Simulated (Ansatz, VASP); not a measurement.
## ZnS in VASP and in Ansatz

Contents of INCAR:

```
ALGO     = Normal         # electronic algorithm
EDIFF    = 1E-7           # SCF threshold, eV
ENCUT    = 520            # plane-wave cutoff, eV
GGA      = PS             # functional
ISIF     = 2              # what is computed and relaxed
ISMEAR   = -1             # smearing method
LASPH    = True           # aspherical terms in the spheres
LCHARG   = True           # write CHGCAR
LELF     = True           # ELF
LREAL    = False          # projectors in reciprocal space
LVHAR    = True         
LWAVE    = False          # write WAVECAR
NBANDS   = 16             # bands
NELM     = 80             # most SCF steps
PREC     = Accurate       # precision mode
SIGMA    = 0.01           # smearing width, eV
```

File KPOINTS:

```
k-points
0
Gamma
  8 8 8
```

Contents of POSCAR:

```
ZnS
1.0
    0.0000000000      2.6680961947      2.6680961947
    2.6680961947      0.0000000000      2.6680961947
    2.6680961947      2.6680961947      0.0000000000
Zn S
1 1
Direct
    0.0000000000      0.0000000000      0.0000000000
    0.7500000000      0.7500000000      0.7500000000
```

Input for Ansatz:

```yaml
crystal:
  lattice:
    - [0.0, 2.6680961947, 2.6680961947]
    - [2.6680961947, 0.0, 2.6680961947]
    - [2.6680961947, 2.6680961947, 0.0]
  atoms:
    - { symbol: Zn, position: [0.0, 0.0, 0.0] }
    - { symbol: S, position: [0.75, 0.75, 0.75] }
kpoints:
  mp_grid: { grid: [8, 8, 8] }
  band_path:
    path:
      - [0.0, 0.0, 0.0]
      - [-0.5, -0.5, 0.0]
      - [-0.375, -0.375, 0.25]
      - [-0.375, 0.0, 0.375]
      - [0.0, 0.0, 0.0]
      - [0.0, 0.0, 0.5]
      - [-0.5, -0.25, 0.25]
      - [-0.5, -0.5, 0.0]
    npoints: 5
scf:
  occupations: { method: fermi_dirac, width: 0.01 }
hamiltonian:
  xc: pbesol
  pseudopotentials: { kind: all_electron, lapw: { basis_error: 0.00025 } }
output:
  forces: true
  stress: true
  eigenvalues: true
```

Change from the starting cell: volume scaled by 0.96.

Alike in both runs: task single point; functional PBEsol; k mesh 8 × 8 × 8; occupations fermi-dirac, width 0.01 eV; no spin polarisation.

```csv
,VASP,Ansatz
version,VASP 6.6.1,Ansatz 0.2.0
potentials or method,"VASP PAW PBE potentials, release 64 (Zn, S), cutoff 520 eV","all-electron LAPW, scalar-relativistic"
```

```csv
,VASP,Ansatz,Ansatz less VASP
gap on the k mesh at the Fermi level (eV),2.14,2.14,-0.004
pressure (GPa),1.1,0.9,-0.21
```

VASP's potentials were made for PBE, not for PBEsol. Ansatz ran all-electron here, and VASP with PAW potentials.
